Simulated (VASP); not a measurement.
Runs of VASP 6.6.1 on Cl. Symmetry: Cmce, No. 64, orthorhombic system. The conventional cell has a = 6.290 Å, b = 4.500 Å, c = 8.210 Å, α = 90.00°, β = 90.00°, γ = 90.00°. Cl (site symmetry m) has 1 Cl at 2.02 Å within 2.7 Å. 

| level | gap on the mesh (eV) | pressure (GPa) | relaxed volume (Å³/atom) | largest force (eV/Å) |
| --- | --- | --- | --- | --- |
| revPBE+D3(BJ) | (a) | 0.0 | 27.60 | - |
| RPBE+D4 | 2.53 | 0.0 | 27.95 | - |
| revPBE+D4 | 2.53 | 0.0 | 26.98 | 0.01 |
| PBE+D3(BJ) | 2.35 | 0.0 | (b) | 0.01 |

Alike in all rows: no spin polarisation.

**Question.** Estimate the missing entries.

**Answer.** (a) 2.52; (b) 27.21.

Caveats: the PAW data sets were made with another functional, which shifts forces and pressure a little (at least some runs).

A k mesh can miss the band edges.
